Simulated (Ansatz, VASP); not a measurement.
**Two plane-wave programs on Cd**

The input INCAR:

```
  ALGO = Normal
  EDIFF = 1E-7
  EDIFFG = -0.01
  ENCUT = 500
  GGA = CA
  GGA_COMPAT = False
  IBRION = 2
  ISIF = 3
  ISMEAR = 1
  LASPH = True
  LCHARG = False
  LREAL = False
  LWAVE = False
  NELM = 120
  NELMIN = 4
  NSW = 60
  PREC = Accurate
  SIGMA = 0.2
```

Contents of KPOINTS:

```
k-points
0
Gamma
  10 10 10
```

POSCAR

```
Cd
1.0
    3.1369374600      0.0000000000      0.0000000000
    1.5684687300      2.7166675304      0.0000000000
    1.5684687300      0.9055558435      2.5612987107
Cd
1
Direct
    0.0000000000      0.0000000000      0.0000000000
```

input.yaml

```yaml
crystal:
  lattice:
    - [3.13693746, 0.0, 0.0]
    - [1.56846873, 2.7166675304, 0.0]
    - [1.56846873, 0.9055558435, 2.5612987107]
  atoms:
    - { symbol: Cd, position: [0.0, 0.0, 0.0] }
hamiltonian:
  xc: lda
  pseudopotentials: { kind: paw }
kpoints:
  mp_grid: { grid: [10, 10, 10] }
scf:
  occupations: { method: methfessel_paxton, width: 0.2 }
output:
  forces: true
  stress: true
  write_density: true
  write_potential: true
  elf: true
  volumetric_format: npy
relax:
  f_tol: 0.01
  max_steps: 40
  cell: { stress_tol: 0.05 }
```

Alike in both runs: task relaxation of cell and atoms; functional LDA; k mesh 10 × 10 × 10; occupations methfessel-paxton of order 1, width 0.2 eV; no spin polarisation.

|  | VASP | Ansatz |
| --- | --- | --- |
| version | VASP 6.6.1 | Ansatz 0.2.0 |
| potentials or method | VASP PAW LDA potentials, release 64 (Cd) | Ansatz PAW |
| plane-wave cutoff (eV) | 500 | 420 |
| valence electrons in the cell | 12 | 20 |

|  | VASP | Ansatz | Ansatz less VASP |
| --- | --- | --- | --- |
| gap on the k mesh at the Fermi level, each at its own relaxed structure (eV) | none | none | - |
| relaxed volume (Å³/atom) | 20.12 | 19.96 | -0.169 |
| relaxed cell length with the largest relative difference (Å) | 3.053 | 3.045 | -0.0086 |

LDA's correlation is that of Perdew and Zunger in VASP and of Perdew and Wang (1992) in Ansatz. A gap of «none» marks a metal or a gap that the smearing closes. VASP's potentials hold 12 valence electrons a cell and Ansatz's 20, so a difference there can come from the potentials and not from the codes.

Noted on Ansatz's run: the plane-wave basis is chosen anew once the cell has moved, so the energies of steps on either side of that aren't comparable.
